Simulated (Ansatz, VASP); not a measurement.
# ZnS in VASP and in Ansatz

POSCAR

```
ZnS
1.0
    3.8110000000      0.0000000000      0.0000000000
   -1.9055000000      3.3004228100      0.0000000000
    0.0000000000      0.0000000000      6.2340000000
Zn S
2 2
Direct
    0.3309936570      0.6645351177      0.0011757376
    0.6669787049      0.3339473324      0.5004136812
    0.3348918960      0.6721917755      0.3820351731
    0.6692430691      0.3309029666      0.8847235091
```

INCAR.step1

```
SYSTEM = ZnS
ALGO = Normal ; EDIFF = 1E-5
ENCUT = 550 ; GGA = PE
GGA_COMPAT = .FALSE. ; ISMEAR = 0
LASPH = .TRUE. ; LCHARG = .FALSE.
LREAL = .FALSE. ; LWAVE = .TRUE.
NBANDS = 26 ; NELM = 120
PREC = Accurate ; SIGMA = 0.1
```

File INCAR.step2:

```
SYSTEM = ZnS
ALGO = Normal ; EDIFF = 1E-6
ENCUT = 550 ; GGA_COMPAT = .FALSE.
ISIF = 2 ; ISMEAR = 0
ISTART = 1 ; LASPH = .TRUE.
LCHARG = .FALSE. ; LMIXTAU = .TRUE.
LREAL = .FALSE. ; LWAVE = .FALSE.
METAGGA = R2SCAN ; NBANDS = 26
NELM = 120 ; PREC = Accurate
SIGMA = 0.1
```

File KPOINTS:

```
k-points
0
G
  2 2 1
  0 0 0
```

Input for Ansatz:

```yaml
crystal:
  lattice:
    - [3.811, 0.0, 0.0]
    - [-1.9055, 3.30042281, 0.0]
    - [0.0, 0.0, 6.234]
  atoms:
    - { symbol: Zn, position: [0.33099365696496874, 0.6645351176697487, 0.0011757376451878268] }
    - { symbol: Zn, position: [0.6669787048683122, 0.33394733239004537, 0.5004136812269638] }
    - { symbol: S, position: [0.3348918960305676, 0.6721917754964991, 0.3820351730515036] }
    - { symbol: S, position: [0.6692430691294617, 0.3309029665690807, 0.8847235090820781] }
basis:
  ecutwfc: 550.0
kpoints:
  mp_grid:
    grid: [2, 2, 1]
hamiltonian:
  xc: r2scan
  pseudopotentials:
    kind: paw
scf:
  n_extra_bands: 4
  self_checks: high
  occupations:
    method: gaussian
    width: 0.1
output:
  forces: true
```

Alike in both runs: task single point; functional r2SCAN; k mesh 2 × 2 × 1; occupations gaussian, width 0.1 eV; no spin polarisation.

```csv
,VASP,Ansatz
version,VASP 6.6.1,Ansatz 0.2.0
potentials or method,"VASP PAW PBE potentials, release 64 (Zn, S), cutoff 550 eV","plane waves, PAW"
valence electrons in the cell,36,36
```

|  | VASP | Ansatz | Ansatz less VASP |
| --- | --- | --- | --- |
| gap on the k mesh at the Fermi level (eV) | 2.78 | 2.77 | -0.009 |
| rms of the force components (eV/Å) | 0.206 | 0.206 | +0.0006 |

VASP's potentials were made for PBE, not for r2SCAN. Atom by atom the forces differ by 0.002 eV/Å (rms over components).

The k mesh is coarse, so the values compare programs but aren't converged.
